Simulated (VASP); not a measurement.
Set up this calculation in VASP 6.6.1, as the native input.

- Task: relaxation of cell and atoms
- Functional: PBE
- Potentials or basis: VASP PAW PBE potentials, release 64 (Cu)
- Cutoff: 600 eV
- k mesh: 18 × 18 × 16
- Occupations: fermi-dirac, width 0.05 eV
- Spin: no spin polarisation
- Target pressure: -3.7 GPa
- Dipole correction: no
- Further INCAR settings: ALGO = Normal; EDIFF = 1e-07; IBRION = 2; EDIFFG = -0.005; NSW = 60; ISIF = 3

The structure of Cu lies in POSCAR:

```
Cu
1.0
    2.5073267834      0.0000000000      0.0000000000
   -1.2536633917      2.1714086900      0.0000000000
    0.0000000000      0.0000000000      2.3568871764
Cu
1
Direct
    0.0000000000      0.0000000000      0.0000000000
```

This isn't the form of Cu at room conditions, which is fcc.

The input as run:

INCAR

```
SYSTEM = Cu
PREC = Accurate
ENCUT = 600
EDIFF = 1E-7
ISMEAR = -1
SIGMA = 0.05
LREAL = .False.
LASPH = .True.
NELM = 60
ALGO = Normal
ISIF = 3
LWAVE = .False.
LCHARG = .False.
GGA = PE
IBRION = 2
NSW = 60
EDIFFG = -0.005
PSTRESS = -37.0
```

KPOINTS

```
regular mesh
0
Gamma
  18 18 16
  0 0 0
```

Potentials or basis: VASP PAW PBE potentials, release 64 (Cu).

Run with:

```console
$ cat potpaw_PBE.64/Cu/POTCAR > POTCAR
$ mpirun -np 1 vasp_std > vasp.out
```

It gave:

* Relaxed volume: 13.54 Å³/atom
* Relaxed cell: a = 2.517 Å, b = 2.517 Å, c = 2.467 Å, α = 90.00°, β = 90.00°, γ = 120.00°
* Space group after relaxing (to 0.1 Å): P6/mmm (No. 191)
* Energy change on relaxing (the run minimises the enthalpy): -7.3 meV/atom
* Ionic steps: 8
* Pressure after relaxing: -3.7 GPa
* Band gap on the k mesh: zero (an odd number of electrons rules out a gap without spin polarisation)

Caveat: the cell is relaxed towards a set pressure, so the run minimises the enthalpy, not the energy.

It took 2.1 min on 1 thread of Intel(R) Xeon(R) Platinum 8488C (Sapphire Rapids), with other jobs on the host, peak memory 0.17 GiB.
